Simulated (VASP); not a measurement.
**SnTe: single point with PBE exchange alone**

SnTe:

```
Te Sn
1.0
     0.00000    3.44262    3.44262
     3.44262    0.00000    3.44262
     3.44262    3.44262    0.00000
Te Sn
1 1
Direct
  0.50000 0.50000 0.50000
  0.00000 0.00000 0.00000
```

| Item | Value |
| --- | --- |
| Program | VASP 6.6.1 |
| Task | single point |
| Functional | PBE exchange alone |
| Potentials or basis | VASP PAW PBE potentials, release 64 (Te, Sn_d) |
| Cutoff | 520 eV |
| k mesh | 7 × 7 × 7 |
| Occupations | fermi-dirac, width 0.05 eV |
| Spin | no spin polarisation |
| Dipole correction | no |
| Further INCAR settings | ALGO = Normal; EDIFF = 1e-07; NBANDS = 17 |

| Quantity | Value |
| --- | --- |
| Pressure | 0.0 GPa |

Levels at points of the mesh, in eV from the Fermi level:
| k point | band 6 | band 7 | band 8 | band 9 | band 10 | band 11 | band 12 | band 13 | band 14 | band 15 |
| --- | --- | --- | --- | --- | --- | --- | --- | --- | --- | --- |
| (0.00, 0.00, 0.00) | -11.09 | -5.57 | -1.45 | -1.45 | -1.45 | 2.73 | 2.73 | 2.73 | 5.38 | 5.38 |

It took 49 s on 1 thread of Intel Xeon 8259CL, on a shared host, peak memory 0.21 GiB.

Caveat: this odd mesh misses L, so gap, dielectric constants and Born charges aren't listed; spin-orbit coupling is left out, which moves the levels of the heavy elements.
